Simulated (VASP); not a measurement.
# C (C2/m) in VASP: notebook

Runs on C. Level: r2SCAN. Tasks: single point.

All numbers are computed with VASP 6.6.1; they aren't measurements. Logs are shortened: lines on timing, memory, paths and dates and some standing lists are left out, and cuts for length are marked.

## Step 1: The cell of the first run

The typed cell holds 2 atoms: a = 2.456 Å, b = 2.456 Å, c = 3.808 Å, α = 108.78°, β = 108.78°, γ = 60.00°.

## Step 2: Single point, r2SCAN

Input file POSCAR:

```
C
1.0
    2.1268362767     -1.2279462930     -0.0110113455
    2.1268362767      1.2279462930     -0.0110113455
   -1.3968870514      0.0000000000      3.5424028237
C
2
Direct
    0.8333362719      0.8333362719      0.0000129791
    0.1666637281      0.1666637281      0.9999870209
```

Input file INCAR.step1:

```
SYSTEM = C
PREC     = Accurate       ! precision mode
ENCUT    = 520            ! plane-wave cutoff, eV
ISMEAR   = 0              ! smearing method
SIGMA    = 0.02           ! smearing width, eV
LREAL    = .False.        ! projectors in reciprocal space
LASPH    = .True.         ! aspherical terms in the spheres
NELM     = 80             ! most SCF steps
NBANDS   = 11             ! bands
GGA      = PE             ! functional
ALGO     = Normal         ! electronic algorithm
EDIFF    = 1E-4           ! SCF threshold, eV
LWAVE    = .True.         ! write WAVECAR
LCHARG   = .False.        ! write CHGCAR
```

Input file INCAR.step2:

```
SYSTEM = C
PREC     = Accurate       ! precision mode
ENCUT    = 520            ! plane-wave cutoff, eV
EDIFF    = 1E-6           ! SCF threshold, eV
ISMEAR   = 0              ! smearing method
SIGMA    = 0.02           ! smearing width, eV
LREAL    = .False.        ! projectors in reciprocal space
LASPH    = .True.         ! aspherical terms in the spheres
NELM     = 80             ! most SCF steps
ALGO     = Normal         ! electronic algorithm
ISIF     = 2              ! what is computed and relaxed
LWAVE    = .False.        ! write WAVECAR
LCHARG   = .False.        ! write CHGCAR
METAGGA  = R2SCAN         ! meta-GGA
LMIXTAU  = .True.       
NBANDS   = 11             ! bands
ISTART   = 1
```

Input file KPOINTS:

```
Automatic mesh
0
Gamma
  14 14 8
  0 0 0
```

Potentials or basis: VASP PAW PBE potentials, release 64 (C).

Command:

```
$ cat potpaw_PBE.64/C/POTCAR > POTCAR
$ cp INCAR.step1 INCAR
$ mpirun -np 1 vasp_std > vasp.out
$ cp INCAR.step2 INCAR
$ mpirun -np 1 vasp_std > vasp.out
```

OUTCAR:

```text
SYSTEM = C
   PREC = Accurate
   ENCUT = 520
   EDIFF = 1E-6
   ISMEAR = 0
   LREAL = .False.
   LASPH = .True.
   NELM = 80
   ISIF = 2
   METAGGA = R2SCAN
   ISTART = 1

 ion  position               nearest neighbor table
   1  0.833  0.833  0.000-   2 1.42   2 1.42   2 1.42
   2  0.167  0.167  1.000-   1 1.42   1 1.42   1 1.42

  LATTYP: Found a base centered monoclinic cell.
 ALAT       =     4.2537295625
 B/A-ratio  =     0.5773504286
 C/A-ratio  =     0.8951849987
 COS(beta)  =    -0.3716530435

  Lattice vectors:

 A1 = (   2.1268362767,  -1.2279462930,  -0.0110113455)
 A2 = (   2.1268362767,   1.2279462930,  -0.0110113455)
 A3 = (  -1.3968870514,   0.0000000000,   3.5424028237)

Analysis of symmetry for initial positions (statically):
=====================================================================
 Subroutine PRICEL returns:
 Original cell was already a primitive cell.

 Routine SETGRP: Setting up the symmetry group for a
 base centered monoclinic supercell.

 Subroutine GETGRP returns: Found  4 space group operations
 (whereof  4 operations were pure point group operations)
 out of a pool of  4 trial point group operations.

The static configuration has the point symmetry C_2h.

Analysis of symmetry for dynamics (positions and initial velocities):
=====================================================================
 Subroutine PRICEL returns:
 Original cell was already a primitive cell.

 Routine SETGRP: Setting up the symmetry group for a
 base centered monoclinic supercell.

 Subroutine GETGRP returns: Found  4 space group operations
 (whereof  4 operations were pure point group operations)
 out of a pool of  4 trial point group operations.

The dynamic configuration has the point symmetry C_2h.

 Subroutine INISYM returns: Found  4 space group operations
 (whereof  4 operations are pure point group operations),
 and found     1 'primitive' translations

----------------------------------------------------------------------------------------

                                     Primitive cell

  volume of cell :      18.4652

  direct lattice vectors                    reciprocal lattice vectors
     2.126836277 -1.227946293 -0.011011346     0.235571911 -0.407183932  0.092893826
     2.126836277  1.227946293 -0.011011346     0.235571911  0.407183932  0.092893826
    -1.396887051  0.000000000  3.542402824     0.001464522  0.000000000  0.282871774

  length of vectors
     2.455892077  2.455892077  3.807874893     0.479501974  0.479501974  0.282875565

  position of ions in fractional coordinates (direct lattice)
     0.833336272  0.833336272  0.000012979
     0.166663728  0.166663728  0.999987021

  ion indices of the primitive-cell ions
   primitive index   ion index
                 1           1
                 2           2

----------------------------------------------------------------------------------------

 KPOINTS: Automatic mesh

Automatic generation of k-mesh.
 Grid dimensions read from file:
 generate k-points for:   14   14    8

 Generating k-lattice:

  Cartesian coordinates                     Fractional coordinates (reciprocal lattice)
     0.016826565 -0.029084567  0.006635273     0.071428571  0.000000000  0.000000000
     0.016826565  0.029084567  0.006635273     0.000000000  0.071428571  0.000000000
     0.000183065  0.000000000  0.035358972    -0.000000000 -0.000000000  0.125000000

  Length of vectors
     0.034250141  0.034250141  0.035359446

  Shift w.r.t. Gamma in fractional coordinates (k-lattice)
     0.000000000  0.000000000  0.000000000

 Subroutine IBZKPT returns following result:
 ===========================================

 Found    429 irreducible k-points:

 Following reciprocal coordinates:
            Coordinates               Weight
  0.000000  0.000000  0.000000      1.000000
  0.071429 -0.000000  0.000000      4.000000
  0.142857 -0.000000  0.000000      4.000000
  0.214286  0.000000 -0.000000      4.000000
  0.285714 -0.000000  0.000000      4.000000
  0.357143 -0.000000  0.000000      4.000000
[... 16 lines left out ...]
  0.214286  0.142857  0.000000      4.000000
  0.285714  0.142857  0.000000      4.000000
 [... further k-points ...]
   k-points           NKPTS =    429   k-points in BZ     NKDIM =    429   number of bands    NBANDS=     11
   number of dos      NEDOS =    301   number of ions     NIONS =      2
   total plane-waves  NPLWV =   9072
   dimension x,y,z NGX =    18 NGY =   18 NGZ =   28
   dimension x,y,z NGXF=    36 NGYF=   36 NGZF=   56
   ions per type =               2
   NGX,Y,Z   is equivalent  to a cutoff of  12.18, 12.18, 12.22 a.u.
   NGXF,Y,Z  is equivalent  to a cutoff of  24.37, 24.37, 24.45 a.u.
 SYSTEM =  C
   PREC   = accura    normal or accurate (medium, high low for compatibility)
   ISTART =      1    job   : 0-new  1-cont  2-samecut
   ICHARG =      0    charge: 1-file 2-atom 10-const
   ISPIN  =      1    spin polarized calculation?
   LNONCOLLINEAR =      F non collinear calculations
   LSORBIT =      F    spin-orbit coupling
   LASPH  =      T    aspherical Exc in radial PAW
   ENCUT  =  520.0 eV  38.22 Ry    6.18 a.u.   4.57  4.57  7.08*2*pi/ulx,y,z
   NELM   =     80;   NELMIN=  2; NELMDL=  0     # of ELM steps
   EDIFF  = 0.1E-05   stopping-criterion for ELM
   LREAL  =      F    real-space projection
   EDIFFG = 0.1E-04   stopping-criterion for IOM
   NSW    =      0    number of steps for IOM
   IBRION =     -1    ionic relax: 0-MD 1-quasi-New 2-CG
   NFREE  =      0    steps in history (QN), initial steepest desc. (CG)
   ISIF   =      2    stress and relaxation
   ISYM   =      2    0-nonsym 1-usesym 2-fastsym
   POTIM  = 0.5000    time-step for ionic-motion
   TEBEG  =    0.0;   TEEND  =   0.0 temperature during run
   PSTRESS=    0.0 pullay stress
   NELECT =       8.0000    total number of electrons
   NUPDOWN=      -1.0000    fix difference up-down
   EMIN   =  10.00;   EMAX   =-10.00  energy-range for DOS
   EFERMI =   0.00;   METHOD = LEGACY
   ISMEAR =     0;   SIGMA  =   0.02  broadening in eV -4-tet -1-fermi 0-gaus
   EFERMI_NEDOS =   21; number of points for ismear=-14 and -15
   IALGO  =     38    algorithm
   IMIX   =      4    mixing-type and parameters
     AMIX     =   0.40;   BMIX     =  1.00
     AMIX_MAG =   1.60;   BMIX_MAG =  1.00
  volume/ion in A,a.u.               =       9.23        62.30
  Fermi-wavevector in a.u.,A,eV,Ry     =   1.238759  2.340915 20.878471  1.534524
  Thomas-Fermi vector in A             =   2.373271
   LORBIT       =      0    0 simple, 1 ext, 2 COOP (PROOUT), +10 PAW based schemes
   METAGGA = R2SCAN    functional components
   LHFCALC =     F    Hartree Fock is set to
   AEXX    =    0.0000 exact exchange contribution
   IVDW    =     0    specifies the selected vdW correction
   LEPSILON=     F    determine dielectric tensor
   LRPA    =     F    only Hartree local field effects (RPA)
 non-spin polarized calculation
 Gauss-broadening in eV      SIGMA  =   0.02
  energy-cutoff  :      520.00
  volume of cell :       18.47
 maximum number of plane-waves:       517
   NGX =  9   NGY =  9   NGZ = 15

 number of electron       8.0000000 magnetization

 Free energy of the ion-electron system (eV)
  ---------------------------------------------------
  ext. energy  EPLUGINS =         0.00000000
  ---------------------------------------------------
  free energy    TOTEN  =       -19.87701032 eV

  energy without entropy =      -19.87701032  energy(sigma->0) =      -19.87701032

 E-fermi :   3.9667     XC(G=0): -10.7696

 val. band max:        3.8472547902   @ k =  -0.3571   0.3571   0.5000
 cond. band min:       4.7441329032   @ k =  -0.3571   0.3571   0.5000
 fundamental gap:      0.8968781130
 Fermi energy:         3.9666882853

 k-point     1 :       0.0000    0.0000    0.0000
  band No.  band energies     occupation
      1     -16.6979      2.00000
      2      -3.0706      2.00000
      3       1.0364      2.00000
      4       1.0368      2.00000
      5       8.2322      0.00000
      6      12.9917      0.00000
      7      12.9919      0.00000
      8      16.6880      0.00000
      9      17.5772      0.00000
     10      28.3089      0.00000
     11      29.3169      0.00000

 k-point     2 :       0.0714   -0.0000    0.0000
  band No.  band energies     occupation
      1     -16.5678      2.00000
      2      -2.9319      2.00000
      3       0.5118      2.00000
      4       0.7653      2.00000
      5       8.4124      0.00000
      6      13.0707      0.00000
      7      13.5448      0.00000
      8      16.2086      0.00000
      9      17.8193      0.00000
     10      28.6963      0.00000
     11      28.8432      0.00000

 k-point     3 :       0.1429   -0.0000    0.0000
  band No.  band energies     occupation
      1     -16.1790      2.00000
      2      -2.5182      2.00000
      3      -0.8573      2.00000
      4       0.0934      2.00000
      5       8.9524      0.00000
      6      13.1148      0.00000
      7      14.9105      0.00000
      8      15.0503      0.00000
      9      18.5922      0.00000
     10      27.1618      0.00000
     11      29.7480      0.00000

 k-point     4 :       0.2143    0.0000   -0.0000
  band No.  band energies     occupation
      1     -15.5349      2.00000
      2      -2.6927      2.00000
      3      -1.8372      2.00000
      4      -0.7177      2.00000
      5       9.8436      0.00000
      6      12.9264      0.00000
      7      13.1244      0.00000
      8      17.2097      0.00000
      9      19.7694      0.00000
     10      25.2310      0.00000
     11      28.3455      0.00000

 k-point     5 :       0.2857   -0.0000    0.0000
  band No.  band energies     occupation
      1     -14.6427      2.00000
      2      -4.7042      2.00000
      3      -1.4739      2.00000
      4      -0.9090      2.00000
      5      10.8624      0.00000
      6      11.2165      0.00000
      7      12.7189      0.00000
      8      19.7440      0.00000
      9      20.7559      0.00000
     10      23.8013      0.00000
     11      27.0761      0.00000
[... 211 lines left out ...]
 k-point    21 :      -0.0714    0.0714    0.0000
  band No.  band energies     occupation
      1     -16.3115      2.00000
      2      -2.6255      2.00000
      3      -0.3621      2.00000
      4       0.2212      2.00000
      5       8.7005      0.00000
      6      13.3175      0.00000
      7      14.3384      0.00000
      8      15.3165      0.00000
      9      18.3869      0.00000
     10      27.4553      0.00000
     11      29.4246      0.00000

 k-point    22 :       0.1429    0.1429    0.0000
  band No.  band energies     occupation
      1     -16.1672      2.00000
      2      -2.6322      2.00000
      3      -0.8466      2.00000
      4       0.0843      2.00000
      5       9.2335      0.00000
      6      13.0854      0.00000
      7      14.8777      0.00000
      8      15.0514      0.00000
      9      18.6241      0.00000
     10      26.8137      0.00000
     11      29.7465      0.00000

 k-point    23 :       0.2143    0.1429    0.0000
  band No.  band energies     occupation
      1     -15.7751      2.00000
      2      -2.2701      2.00000
      3      -1.8390      2.00000
      4      -0.6465      2.00000
      5       9.8990      0.00000
      6      13.4413      0.00000
      7      13.7725      0.00000
      8      15.7246      0.00000
      9      19.6465      0.00000
     10      25.1619      0.00000
     11      30.0766      0.00000

 k-point    24 :       0.2857    0.1429    0.0000
  band No.  band energies     occupation
      1     -15.1302      2.00000
      2      -3.1137      2.00000
      3      -1.7830      2.00000
      4      -1.6320      2.00000
      5      10.8981      0.00000
      6      12.2028      0.00000
      7      14.3994      0.00000
      8      16.0643      0.00000
      9      21.3831      0.00000
     10      23.1079      0.00000
     11      29.2072      0.00000

 [... further k-points ...]

------------------------ aborting loop because EDIFF is reached ----------------------------------------

  FORCE on cell =-STRESS in cart. coord.  units (eV):
  Direction    XX          YY          ZZ          XY          YZ          ZX
  --------------------------------------------------------------------------------------
  -------------------------------------------------------------------------------------
  Total        0.1159288      0.1159325     -0.0123978      0.0000000      0.0000000     -0.0009806
  in kB       10.0588486     10.0591618     -1.0757249      0.0000000      0.0000000     -0.0850853
  external PRESSURE =       6.3474285 kB  Pullay stress =       0.0000000 kB

 VOLUME and BASIS-vectors are now :
 -----------------------------------------------------------------------------
  energy-cutoff  :      520.00
  volume of cell :       18.47
      direct lattice vectors                 reciprocal lattice vectors
     2.126836277 -1.227946293 -0.011011346     0.235571911 -0.407183932  0.092893826
     2.126836277  1.227946293 -0.011011346     0.235571911  0.407183932  0.092893826
    -1.396887051  0.000000000  3.542402824     0.001464522  0.000000000  0.282871774

 POSITION                                       TOTAL-FORCE (eV/Angst)
 -----------------------------------------------------------------------------------
      3.54472      0.00000     -0.01831         0.000768      0.000000     -0.000222
     -0.68794      0.00000      3.53869        -0.000768      0.000000      0.000222
 -----------------------------------------------------------------------------------
    total drift:                               -0.000000      0.000000      0.000000

  FREE ENERGIE OF THE ION-ELECTRON SYSTEM (eV)
  ---------------------------------------------------
  free  energy   TOTEN  =       -19.8770103236 eV

  energy  without entropy=      -19.8770103236  energy(sigma->0) =      -19.87701032
```

Run time: 1.7 min. Hardware: 1 thread of Intel Xeon 6975P-C (Granite Rapids), shared host; peak memory 0.18 GiB.

Results:

```yaml
Free_energy: -19.8770 eV
Pressure: 0.6 GPa
```

Stress tensor (GPa, compression positive):
```
 1.01  0.00 -0.01
 0.00  1.01  0.00
-0.01  0.00 -0.11
```

Caveat: the PAW data sets were made with another functional, which shifts forces and pressure a little.

## Step 3: Single point, r2SCAN

POSCAR is that of step 2.

Input file INCAR.step1:

```
ALGO = Normal
EDIFF = 1E-4
ENCUT = 520
GGA = PE
ISMEAR = 0
LASPH = True
LCHARG = False
LREAL = False
LWAVE = True
NBANDS = 11
NELM = 60
PREC = Accurate
SIGMA = 0.02
```

Input file INCAR.step2:

```
ALGO = Normal
EDIFF = 1E-6
ENCUT = 520
ISIF = 2
ISMEAR = 0
ISTART = 1
LASPH = True
LCHARG = False
LMIXTAU = True
LREAL = False
LWAVE = False
METAGGA = R2SCAN
NBANDS = 11
NELM = 60
PREC = Accurate
SIGMA = 0.02
```

Input file KPOINTS:

```
k-points
0
Gamma
  14 14 8
```

Potentials or basis: VASP PAW PBE potentials, release 64 (C).

Command:

```
$ cat potpaw_PBE.64/C/POTCAR > POTCAR
$ cp INCAR.step1 INCAR
$ mpirun -np 1 vasp_std > vasp.out
$ cp INCAR.step2 INCAR
$ mpirun -np 1 vasp_std > vasp.out
```

OUTCAR:

```text
EDIFF = 1E-6
   ENCUT = 520
   ISIF = 2
   ISMEAR = 0
   ISTART = 1
   LASPH = True
   LREAL = False
   METAGGA = R2SCAN
   NELM = 60
   PREC = Accurate

 ion  position               nearest neighbor table
   1  0.833  0.833  0.000-   2 1.42   2 1.42   2 1.42
   2  0.167  0.167  1.000-   1 1.42   1 1.42   1 1.42

  LATTYP: Found a base centered monoclinic cell.
 ALAT       =     4.2537295625
 B/A-ratio  =     0.5773504286
 C/A-ratio  =     0.8951849987
 COS(beta)  =    -0.3716530435

  Lattice vectors:

 A1 = (   2.1268362767,  -1.2279462930,  -0.0110113455)
 A2 = (   2.1268362767,   1.2279462930,  -0.0110113455)
 A3 = (  -1.3968870514,   0.0000000000,   3.5424028237)

Analysis of symmetry for initial positions (statically):
=====================================================================
 Subroutine PRICEL returns:
 Original cell was already a primitive cell.

 Routine SETGRP: Setting up the symmetry group for a
 base centered monoclinic supercell.

 Subroutine GETGRP returns: Found  4 space group operations
 (whereof  4 operations were pure point group operations)
[... 174 lines left out ...]
      2      -3.0706      2.00000
      3       1.0364      2.00000
      4       1.0368      2.00000
      5       8.2322      0.00000
      6      12.9917      0.00000
      7      12.9919      0.00000
      8      16.6880      0.00000
      9      17.5772      0.00000
     10      28.3089      0.00000
     11      29.3169      0.00000
[... 309 lines left out ...]
 k-point    24 :       0.2857    0.1429    0.0000
  band No.  band energies     occupation
      1     -15.1302      2.00000
      2      -3.1137      2.00000
      3      -1.7830      2.00000
      4      -1.6320      2.00000
      5      10.8981      0.00000
      6      12.2028      0.00000
      7      14.3994      0.00000
      8      16.0643      0.00000
      9      21.3831      0.00000
     10      23.1079      0.00000
     11      29.2072      0.00000

 [... further k-points ...]

------------------------ aborting loop because EDIFF is reached ----------------------------------------

  FORCE on cell =-STRESS in cart. coord.  units (eV):
  Direction    XX          YY          ZZ          XY          YZ          ZX
  --------------------------------------------------------------------------------------
  -------------------------------------------------------------------------------------
  Total        0.1159288      0.1159325     -0.0123978      0.0000000      0.0000000     -0.0009806
  in kB       10.0588486     10.0591618     -1.0757249      0.0000000      0.0000000     -0.0850853
  external PRESSURE =       6.3474285 kB  Pullay stress =       0.0000000 kB

 VOLUME and BASIS-vectors are now :
 -----------------------------------------------------------------------------
  energy-cutoff  :      520.00
  volume of cell :       18.47
      direct lattice vectors                 reciprocal lattice vectors
     2.126836277 -1.227946293 -0.011011346     0.235571911 -0.407183932  0.092893826
     2.126836277  1.227946293 -0.011011346     0.235571911  0.407183932  0.092893826
    -1.396887051  0.000000000  3.542402824     0.001464522  0.000000000  0.282871774

 POSITION                                       TOTAL-FORCE (eV/Angst)
 -----------------------------------------------------------------------------------
      3.54472      0.00000     -0.01831         0.000768      0.000000     -0.000222
     -0.68794      0.00000      3.53869        -0.000768      0.000000      0.000222
 -----------------------------------------------------------------------------------
    total drift:                               -0.000000      0.000000      0.000000

  FREE ENERGIE OF THE ION-ELECTRON SYSTEM (eV)
  ---------------------------------------------------
  free  energy   TOTEN  =       -19.8770103236 eV

  energy  without entropy=      -19.8770103236  energy(sigma->0) =      -19.87701032
```

Wall time 1.8 min (1 thread of Intel Xeon 6975P-C (Granite Rapids), shared host); peak memory 0.18 GiB.

Results:

| Item | Value |
| --- | --- |
| Free energy | -19.8770 eV |
| Pressure | 0.6 GPa |

Stress tensor (GPa, compression positive):
```
 1.01  0.00 -0.01
 0.00  1.01  0.00
-0.01  0.00 -0.11
```

Caveat: the PAW data sets were made with another functional, which shifts forces and pressure a little.
